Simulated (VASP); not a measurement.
# SnSe in VASP: notebook

The runs below take SnSe through single point, with PBEsol, PBE, PBE+D3(BJ).

All numbers are computed with VASP 6.6.1; they aren't measurements. Logs are shortened: lines on timing, memory, paths and dates and some standing lists are left out, and cuts for length are marked.

## Step 1: The cell of the first run

The typed cell holds 2 atoms: a = 4.297 Å, b = 4.254 Å, c = 4.237 Å, α = 60.71°, β = 59.35°, γ = 59.45°.

## Step 2: Single point, PBEsol, collinear spin (the cell strained at random)

INCAR

```
SYSTEM = SnSe
PREC     = Accurate       ! precision mode
ENCUT    = 520            ! plane-wave cutoff, eV
EDIFF    = 1E-6           ! SCF threshold, eV
ISMEAR   = -1             ! smearing method
SIGMA    = 0.05           ! smearing width, eV
LREAL    = .FALSE.        ! projectors in reciprocal space
LASPH    = .TRUE.         ! aspherical terms in the spheres
NELM     = 150            ! most SCF steps
ALGO     = Normal         ! electronic algorithm
ISIF     = 2              ! what is computed and relaxed
LWAVE    = .FALSE.        ! write WAVECAR
LCHARG   = .FALSE.        ! write CHGCAR
ISPIN    = 2              ! spin polarisation
MAGMOM   = -0.17 0        ! initial moments
LORBIT   = 11             ! projections on sites
GGA      = PS             ! functional
NBANDS   = 21             ! bands
```

KPOINTS

```
regular mesh
0
G
  6 6 6
  0 0 0
```

POSCAR

```
SnSe
1.0
    0.0088070000      3.0377290000      3.0393110000
    2.9680140000      0.0010730000      3.0470450000
    2.9569510000      3.0344000000      0.0121360000
Sn Se
1 1
Direct
    0.0000000000      0.0000000000      0.0000000000
    0.5000000000      0.5000000000      0.5000000000
```

Potentials or basis: VASP PAW PBE potentials, release 64 (Sn_d, Se).

Launch:

```sh
cat potpaw_PBE.64/Sn_d/POTCAR potpaw_PBE.64/Se/POTCAR > POTCAR
mpirun -np 1 vasp_std > vasp.out
```

OUTCAR:

```text
SYSTEM = SnSe
   PREC = Accurate
   ENCUT = 520
   EDIFF = 1E-6
   ISMEAR = -1
   LREAL = .FALSE.
   LASPH = .TRUE.
   NELM = 150
   ISIF = 2
   ISPIN = 2
   LORBIT = 11
   GGA = PS

 ion  position               nearest neighbor table
   1  0.000  0.000  0.000-   2 2.96   2 2.96   2 3.04   2 3.04   2 3.04   2 3.04
   2  0.500  0.500  0.500-   1 2.96   1 2.96   1 3.04   1 3.04   1 3.04   1 3.04

  LATTYP: Found a triclinic cell.
 ALAT       =     4.2400761250
 B/A-ratio  =     1.4318275984
 C/A-ratio  =     0.9965763157
 COS(alpha) =     0.0015665309
 COS(beta)  =     0.4861870923
 COS(gamma) =     0.7164373784

  Lattice vectors:

 A1 = (   2.9592070000,  -3.0366560000,   0.0077340000)
 A2 = (   0.0022560000,  -6.0710560000,  -0.0044020000)
 A3 = (   2.9481440000,  -0.0033290000,  -3.0271750000)

Analysis of symmetry for initial positions (statically):
=====================================================================
 Subroutine PRICEL returns:
 Original cell was already a primitive cell.

 Routine SETGRP: Setting up the symmetry group for a
 triclinic supercell.

 Subroutine GETGRP returns: Found  2 space group operations
 (whereof  2 operations were pure point group operations)
 out of a pool of  2 trial point group operations.

The static configuration has the point symmetry S_2 .

Analysis of symmetry for dynamics (positions and initial velocities):
=====================================================================
 Subroutine PRICEL returns:
 Original cell was already a primitive cell.

 Routine SETGRP: Setting up the symmetry group for a
 triclinic supercell.

 Subroutine GETGRP returns: Found  2 space group operations
 (whereof  2 operations were pure point group operations)
 out of a pool of  2 trial point group operations.

The dynamic configuration has the point symmetry S_2 .

Analysis of structural, dynamic, and magnetic symmetry:
=====================================================================
 Subroutine PRICEL returns:
 Original cell was already a primitive cell.

 Routine SETGRP: Setting up the symmetry group for a
 triclinic supercell.

 Subroutine GETGRP returns: Found  2 space group operations
 (whereof  2 operations were pure point group operations)
 out of a pool of  2 trial point group operations.

The overall configuration has the point symmetry S_2 .

 Subroutine INISYM returns: Found  2 space group operations
 (whereof  2 operations are pure point group operations),
 and found     1 'primitive' translations

----------------------------------------------------------------------------------------

                                     Primitive cell

  volume of cell :      54.5418

  direct lattice vectors                    reciprocal lattice vectors
     0.008807000  3.037729000  3.039311000    -0.169520264  0.164533311  0.165065489
     2.968014000  0.001073000  3.047045000     0.168414306 -0.164772465  0.164198685
     2.956951000  3.034400000  0.012136000     0.169646689  0.164898890 -0.165304642

  length of vectors
     4.297125364  4.253656249  4.236896253     0.288192550  0.287183829  0.288612660

  position of ions in fractional coordinates (direct lattice)
     0.000000000  0.000000000  0.000000000
     0.500000000  0.500000000  0.500000000

  ion indices of the primitive-cell ions
   primitive index   ion index
                 1           1
                 2           2

----------------------------------------------------------------------------------------

 KPOINTS: regular mesh

Automatic generation of k-mesh.
 Grid dimensions read from file:
 generate k-points for:    6    6    6

 Generating k-lattice:

  Cartesian coordinates                     Fractional coordinates (reciprocal lattice)
    -0.028253377  0.027422218  0.027510915     0.166666667 -0.000000000 -0.000000000
     0.028069051 -0.027462077  0.027366447     0.000000000  0.166666667 -0.000000000
     0.028274448  0.027483148 -0.027550774    -0.000000000  0.000000000  0.166666667

  Length of vectors
     0.048032092  0.047863972  0.048102110

  Shift w.r.t. Gamma in fractional coordinates (k-lattice)
     0.000000000  0.000000000  0.000000000

 Subroutine IBZKPT returns following result:
 ===========================================

 Found    112 irreducible k-points:

 Following reciprocal coordinates:
            Coordinates               Weight
  0.000000  0.000000  0.000000      1.000000
  0.166667  0.000000 -0.000000      2.000000
  0.333333 -0.000000  0.000000      2.000000
  0.500000  0.000000 -0.000000      1.000000
  0.000000  0.166667  0.000000      2.000000
  0.166667  0.166667  0.000000      2.000000
[... 16 lines left out ...]
  0.333333 -0.000000  0.166667      2.000000
  0.500000  0.000000  0.166667      2.000000
 [... further k-points ...]
   k-points           NKPTS =    112   k-points in BZ     NKDIM =    112   number of bands    NBANDS=     21
   number of dos      NEDOS =    301   number of ions     NIONS =      2
   total plane-waves  NPLWV =  32768
   dimension x,y,z NGX =    32 NGY =   32 NGZ =   32
   dimension x,y,z NGXF=    64 NGYF=   64 NGZF=   64
   ions per type =               1   1
   NGX,Y,Z   is equivalent  to a cutoff of  12.38, 12.51, 12.56 a.u.
   NGXF,Y,Z  is equivalent  to a cutoff of  24.76, 25.01, 25.11 a.u.
 SYSTEM =  SnSe
   PREC   = accura    normal or accurate (medium, high low for compatibility)
   ISTART =      0    job   : 0-new  1-cont  2-samecut
   ICHARG =      2    charge: 1-file 2-atom 10-const
   ISPIN  =      2    spin polarized calculation?
   LNONCOLLINEAR =      F non collinear calculations
   LSORBIT =      F    spin-orbit coupling
   LASPH  =      T    aspherical Exc in radial PAW
   ENCUT  =  520.0 eV  38.22 Ry    6.18 a.u.   7.99  7.91  7.88*2*pi/ulx,y,z
   NELM   =    150;   NELMIN=  2; NELMDL= -5     # of ELM steps
   EDIFF  = 0.1E-05   stopping-criterion for ELM
   LREAL  =      F    real-space projection
   EDIFFG = 0.1E-04   stopping-criterion for IOM
   NSW    =      0    number of steps for IOM
   IBRION =     -1    ionic relax: 0-MD 1-quasi-New 2-CG
   NFREE  =      0    steps in history (QN), initial steepest desc. (CG)
   ISIF   =      2    stress and relaxation
   ISYM   =      2    0-nonsym 1-usesym 2-fastsym
   POTIM  = 0.5000    time-step for ionic-motion
   TEBEG  =    0.0;   TEEND  =   0.0 temperature during run
   PSTRESS=    0.0 pullay stress
   NELECT =      20.0000    total number of electrons
   NUPDOWN=      -1.0000    fix difference up-down
   EMIN   =  10.00;   EMAX   =-10.00  energy-range for DOS
   EFERMI =   0.00;   METHOD = LEGACY
   ISMEAR =    -1;   SIGMA  =   0.05  broadening in eV -4-tet -1-fermi 0-gaus
   EFERMI_NEDOS =   21; number of points for ismear=-14 and -15
   IALGO  =     38    algorithm
   IMIX   =      4    mixing-type and parameters
     AMIX     =   0.40;   BMIX     =  1.00
     AMIX_MAG =   1.60;   BMIX_MAG =  1.00
  volume/ion in A,a.u.               =      27.27       184.03
  Fermi-wavevector in a.u.,A,eV,Ry     =   1.171768  2.214321 18.681350  1.373041
  Thomas-Fermi vector in A             =   2.308207
   LORBIT       =     11    0 simple, 1 ext, 2 COOP (PROOUT), +10 PAW based schemes
   GGA     = PS    functional components
   LHFCALC =     F    Hartree Fock is set to
   AEXX    =    0.0000 exact exchange contribution
   IVDW    =     0    specifies the selected vdW correction
   LEPSILON=     F    determine dielectric tensor
   LRPA    =     F    only Hartree local field effects (RPA)
 spin polarized calculation
  energy-cutoff  :      520.00
  volume of cell :       54.54
 maximum number of plane-waves:      1486
   NGX = 15   NGY = 15   NGZ = 15

 number of electron      20.0000003 magnetization      -0.0006208

 number of electron      20.0000003 magnetization       0.0003245

 Free energy of the ion-electron system (eV)
  ---------------------------------------------------
  ext. energy  EPLUGINS =         0.00000000
  ---------------------------------------------------
  free energy    TOTEN  =        -8.98351393 eV

  energy without entropy =       -8.98347444  energy(sigma->0) =       -8.98349419

 E-fermi :   5.6770     XC(G=0):  -9.7808

 val. band max:        5.3631005138   @ k =   0.5000   0.5000   0.5000
 cond. band min:       5.9860511475   @ k =  -0.0000   0.0000   0.5000
 fundamental gap:      0.6229506337
 Fermi energy:         5.6769722872

 spin component 1

 k-point     1 :       0.0000    0.0000    0.0000
  band No.  band energies     occupation
      1     -16.0566      1.00000
      2     -16.0560      1.00000
      3     -16.0490      1.00000
      4     -16.0488      1.00000
      5     -16.0462      1.00000
      6      -8.4555      1.00000
[... 13 lines left out ...]
     20      14.7193      0.00000
     21      25.9407      0.00000
[... 529 lines left out ...]
 k-point    24 :       0.5000    0.0000    0.1667
  band No.  band energies     occupation
      1     -16.0657      1.00000
      2     -16.0539      1.00000
      3     -16.0480      1.00000
      4     -16.0418      1.00000
      5     -16.0357      1.00000
      6      -7.4621      1.00000
[... 13 lines left out ...]
     20      19.9358      0.00000
     21      21.0218      0.00000

 [... further k-points ...]

 spin component 2

 k-point     1 :       0.0000    0.0000    0.0000
  band No.  band energies     occupation
      1     -16.0570      1.00000
      2     -16.0564      1.00000
      3     -16.0494      1.00000
      4     -16.0493      1.00000
      5     -16.0466      1.00000
      6      -8.4554      1.00000
[... 13 lines left out ...]
     20      14.7195      0.00000
     21      25.9225      0.00000
[... 529 lines left out ...]
 k-point    24 :       0.5000    0.0000    0.1667
  band No.  band energies     occupation
      1     -16.0661      1.00000
      2     -16.0543      1.00000
      3     -16.0485      1.00000
      4     -16.0422      1.00000
      5     -16.0361      1.00000
      6      -7.4620      1.00000
[... 13 lines left out ...]
     20      19.9358      0.00000
     21      21.0218      0.00000

 [... further k-points ...]

------------------------ aborting loop because EDIFF is reached ----------------------------------------

  FORCE on cell =-STRESS in cart. coord.  units (eV):
  Direction    XX          YY          ZZ          XY          YZ          ZX
  --------------------------------------------------------------------------------------
  -------------------------------------------------------------------------------------
  Total       -0.0266304     -1.0747578     -1.0924250      0.0046629     -0.0090573     -0.0418515
  in kB       -0.7822733    -31.5712467    -32.0902239      0.1369732     -0.2660609     -1.2293972
  external PRESSURE =     -21.4812479 kB  Pullay stress =       0.0000000 kB

 VOLUME and BASIS-vectors are now :
 -----------------------------------------------------------------------------
  energy-cutoff  :      520.00
  volume of cell :       54.54
      direct lattice vectors                 reciprocal lattice vectors
     0.008807000  3.037729000  3.039311000    -0.169520264  0.164533311  0.165065489
     2.968014000  0.001073000  3.047045000     0.168414306 -0.164772465  0.164198685
     2.956951000  3.034400000  0.012136000     0.169646689  0.164898890 -0.165304642

 POSITION                                       TOTAL-FORCE (eV/Angst)
 -----------------------------------------------------------------------------------
      0.00000      0.00000      0.00000         0.000000     -0.000000     -0.000000
      2.96689      3.03660      3.04925        -0.000000      0.000000      0.000000
 -----------------------------------------------------------------------------------
    total drift:                                0.000000     -0.000000     -0.000000

  FREE ENERGIE OF THE ION-ELECTRON SYSTEM (eV)
  ---------------------------------------------------
  free  energy   TOTEN  =        -8.9835139262 eV

  energy  without entropy=       -8.9834744440  energy(sigma->0) =       -8.98349419

 total charge

# of ion       s       p       d       tot
------------------------------------------
    1        1.373   0.679   9.990  12.041
    2        1.483   2.268   0.026   3.777
--------------------------------------------------
tot          2.856   2.947  10.016  15.819

 magnetization (x)

# of ion       s       p       d       tot
------------------------------------------
    1        0.000  -0.000   0.000   0.000
    2        0.000   0.000  -0.000   0.000
--------------------------------------------------
tot          0.000   0.000   0.000   0.000
```

Run time: 3.6 min. Hardware: 1 thread of Intel Xeon 8259CL, shared host; peak memory 0.34 GiB.

Results:

| Item | Value |
| --- | --- |
| Free energy | -8.9835 eV |
| Pressure | -2.1 GPa |
| Band gap on the k mesh | 0.62 eV (least direct gap 0.66 eV) |
| Net moment | 0.00 μB per cell |
| Valence electrons inside the program's atomic spheres | Sn 12.04; Se 3.78 |

Caveat: the cell differs from its parent crystal (the cell strained at random); semilocal functionals underestimate gaps, and a narrow one can read as zero; the PAW data sets were made with another functional, which shifts forces and pressure a little; spin-orbit coupling is left out, which moves the levels of the heavy elements. A k mesh can miss the band edges.

## Step 3: Single point, PBE

INCAR

```
SYSTEM = SnSe
ALGO = Normal ; EDIFF = 1E-6
ENCUT = 520 ; GGA = PE
ISIF = 2 ; ISMEAR = -1
LASPH = .TRUE. ; LCHARG = .FALSE.
LREAL = .FALSE. ; LWAVE = .FALSE.
NBANDS = 17 ; NELM = 80
PREC = Accurate ; SIGMA = 0.04
```

KPOINTS

```
k-points
0
G
  5 5 5
  0 0 0
```

POSCAR

```
SnSe
1.0
    0.0000000000      3.0100000000      3.0100000000
    3.0100000000      0.0000000000      3.0100000000
    3.0100000000      3.0100000000      0.0000000000
Sn Se
1 1
Direct
    0.0000000000      0.0000000000      0.0000000000
    0.5000000000      0.5000000000      0.5000000000
```

Potentials or basis: VASP PAW PBE potentials, release 64 (Sn_d, Se).

Launch:

```sh
cat potpaw_PBE.64/Sn_d/POTCAR potpaw_PBE.64/Se/POTCAR > POTCAR
mpirun -np 1 vasp_std > vasp.out
```

Wall time 8.4 s (1 thread of Intel Xeon 8259CL, shared host); peak memory 0.18 GiB.

It converged, with:

```
Free energy : -8.2437 eV
Pressure    : 0.7 GPa
```

Levels at points of the mesh, in eV from the Fermi level:
```tsv
k point	band 6	band 7	band 8	band 9	band 10	band 11	band 12	band 13	band 14	band 15
(0.00, 0.00, 0.00)	-14.22	-5.43	-2.54	-2.54	-2.54	3.96	3.96	3.96	5.51	5.51
```

Caveat: this odd mesh misses L, so gap, dielectric constants and Born charges aren't listed; spin-orbit coupling is left out, which moves the levels of the heavy elements.

## Step 4: Single point, PBE

INCAR

```
SYSTEM = SnSe
PREC = Accurate ; ENCUT = 520
EDIFF = 1E-6 ; ISMEAR = 0
SIGMA = 0.019000000000000003 ; LREAL = .FALSE.
LASPH = .TRUE. ; NELM = 100
ALGO = Normal ; ISIF = 2
LWAVE = .FALSE. ; LCHARG = .FALSE.
GGA = PE ; NBANDS = 17
```

KPOINTS

```
regular mesh
0
G
  8 8 8
  0 0 0
```

POSCAR is that of step 3.

Launch:

```sh
cat potpaw_PBE.64/Sn_d/POTCAR potpaw_PBE.64/Se/POTCAR > POTCAR
mpirun -np 1 vasp_std > vasp.out
```

It took 18 s on 1 thread of Intel Xeon 8259CL, shared host; peak memory 0.19 GiB.

Results (log left out):

| Property | Result |
| --- | --- |
| Free energy | -8.2189 eV |
| Pressure | 0.9 GPa |
| Band gap on the k mesh | 0.58 eV |

Levels at points of the mesh, in eV from the valence-band top:
| k point | band 8 | band 9 | band 10 | band 11 | band 12 | band 13 |
| --- | --- | --- | --- | --- | --- | --- |
| (0.00, 0.00, 0.00) | -2.19 | -2.19 | -2.19 | 4.32 | 4.32 | 4.32 |
| (0.50, 0.00, 0.00) | -1.94 | -1.94 | 0.00 | 0.58 | 1.25 | 1.25 |
| (0.50, 0.50, 0.00) | -5.46 | -3.63 | -3.63 | 3.03 | 5.35 | 5.35 |

Caveat: semilocal functionals underestimate gaps, and a narrow one can read as zero; spin-orbit coupling is left out, which moves the levels of the heavy elements. A k mesh can miss the band edges.

## Step 5: Single point, PBE

INCAR

```
SYSTEM = SnSe
PREC = Accurate
ENCUT = 520
EDIFF = 1E-6
ISMEAR = 0
SIGMA = 0.014
LREAL = .FALSE.
LASPH = .TRUE.
NELM = 100
ALGO = Normal
ISIF = 2
LWAVE = .FALSE.
LCHARG = .FALSE.
GGA = PE
NBANDS = 17
```

KPOINTS

```
Automatic mesh
0
G
  8 8 8
  0 0 0
```

POSCAR is that of step 4.

Launch:

```sh
cat potpaw_PBE.64/Sn_d/POTCAR potpaw_PBE.64/Se/POTCAR > POTCAR
mpirun -np 1 vasp_std > vasp.out
```

It took 19 s on 1 thread of Intel Xeon 8259CL, shared host; peak memory 0.19 GiB.

The run converged. Its results:

```yaml
Free_energy: -8.2189 eV
Pressure: 0.9 GPa
Band_gap_on_the_k_mesh: 0.58 eV
```

Levels at points of the mesh, in eV from the valence-band top:
| k point | band 8 | band 9 | band 10 | band 11 | band 12 | band 13 |
| --- | --- | --- | --- | --- | --- | --- |
| (0.00, 0.00, 0.00) | -2.19 | -2.19 | -2.19 | 4.32 | 4.32 | 4.32 |
| (0.50, 0.00, 0.00) | -1.94 | -1.94 | 0.00 | 0.58 | 1.25 | 1.25 |
| (0.50, 0.50, 0.00) | -5.46 | -3.63 | -3.63 | 3.03 | 5.35 | 5.35 |

Caveat: semilocal functionals underestimate gaps, and a narrow one can read as zero; spin-orbit coupling is left out, which moves the levels of the heavy elements.

## Step 6: Single point, PBE+D3(BJ)

INCAR

```
PREC = Accurate
ENCUT = 520
EDIFF = 1E-6
ISMEAR = -1
SIGMA = 0.1
LREAL = F
LASPH = T
NELM = 100
ALGO = Normal
ISIF = 2
LWAVE = F
LCHARG = F
GGA = PE
IVDW = 12
NBANDS = 17
```

KPOINTS

```
Automatic mesh
0
Gamma
  8 8 8
```

POSCAR is that of step 5.

Potentials or basis: VASP PAW PBE potentials, release 64 (Sn_d, Se).

Launch:

```sh
cat potpaw_PBE.64/Sn_d/POTCAR potpaw_PBE.64/Se/POTCAR > POTCAR
mpirun -np 1 vasp_std > vasp.out
```

Wall time 20 s (1 thread of Intel Xeon 8259CL, shared host); peak memory 0.2 GiB.

It converged, with:

```
Free energy                : -8.9260 eV
Pressure                   : -1.2 GPa
Band gap on the k mesh     : 0.58 eV
Dispersion energy per atom : -0.353 eV
```

Levels at points of the mesh, in eV from the valence-band top:
```
           k point  band 6  band 7  band 8  band 9  band 10  band 11  band 12  band 13  band 14  band 15
(0.00, 0.00, 0.00)  -13.86   -5.06   -2.19   -2.19    -2.19     4.32     4.32     4.32     5.87     5.87
(0.50, 0.00, 0.00)  -12.93   -8.04   -1.94   -1.94     0.00     0.58     1.25     1.25     8.25    10.12
(0.50, 0.50, 0.00)  -12.66   -6.00   -5.46   -3.63    -3.63     3.03     5.35     5.35     5.97    10.45
```

Caveat: semilocal functionals underestimate gaps, and a narrow one can read as zero; spin-orbit coupling is left out, which moves the levels of the heavy elements.

## Step 7: Overview

```csv
level,spin,cell,k mesh,smearing,gap on the mesh (eV),pressure (GPa)
PBEsol,collinear,"a = 4.297, b = 4.254, c = 4.237 Å, angles 60.7, 59.4, 59.5°, 2 atoms",6 × 6 × 6,fermi-dirac 0.05 eV,0.62,-2.1
PBE,off,"a = 4.257 Å, angles 60.0°, 2 atoms",5 × 5 × 5,fermi-dirac 0.04 eV,-,0.7
PBE,off,"a = 4.257 Å, angles 60.0°, 2 atoms",8 × 8 × 8,gaussian 0.019 eV,0.58,0.9
PBE,off,"a = 4.257 Å, angles 60.0°, 2 atoms",8 × 8 × 8,gaussian 0.014 eV,0.58,0.9
PBE+D3(BJ),off,"a = 4.257 Å, angles 60.0°, 2 atoms",8 × 8 × 8,fermi-dirac 0.1 eV,0.58,-1.2
```

Alike in all rows: task single point; potentials or basis VASP PAW PBE potentials, release 64 (Sn_d, Se); cutoff (eV) 520.

Caveats: spin-orbit coupling is left out, which moves the levels of the heavy elements; semilocal functionals underestimate gaps, and a narrow one can read as zero (at least some runs); the PAW data sets were made with another functional, which shifts forces and pressure a little (at least some runs).

Total energies depend on the potentials used, so only differences within one code and one set of settings carry meaning.
